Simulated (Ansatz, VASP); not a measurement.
# Ag3GeI: VASP beside Ansatz

```
CELL_PARAMETERS angstrom
4.78213 0.00000 0.00000
0.00000 4.78213 0.00000
0.00000 0.00000 4.78213
ATOMIC_POSITIONS crystal
Ag 0.53000 0.88950 0.01750
Ag 0.01750 0.53000 0.88950
Ag 0.88950 0.01750 0.53000
Ge 0.03190 0.03190 0.03190
I 0.50000 0.50000 0.50000
```

Alike in both runs: task single point; functional PBE; k mesh 4 × 4 × 4; occupations gaussian, width 0.0553 eV; no spin polarisation.

```csv
,VASP,Ansatz
version,VASP 6.6.1,Ansatz 0.2.0
potentials or method,"VASP PAW PBE potentials, release 64 (Ag, Ge_d, I), cutoff 520 eV",PAW plane waves
valence electrons in the cell,54,88
```

|  | VASP | Ansatz | Ansatz less VASP |
| --- | --- | --- | --- |
| gap on the k mesh at the Fermi level (eV) | none | none | - |
| pressure (GPa) | 9.2 | 9.2 | +0.01 |
| traceless stress, the component that is largest in VASP (GPa) | 0.15 | 0.14 | -0.005 |
| rms of the force components (eV/Å) | 0.396 | 0.393 | -0.0031 |

Atom by atom the forces differ by 0.004 eV/Å (rms over components). A gap of «none» marks a metal or a gap that the smearing closes. VASP's potentials hold 54 valence electrons a cell and Ansatz's 88, so a difference there can come from the potentials and not from the codes.

Neither program's run includes spin-orbit coupling.
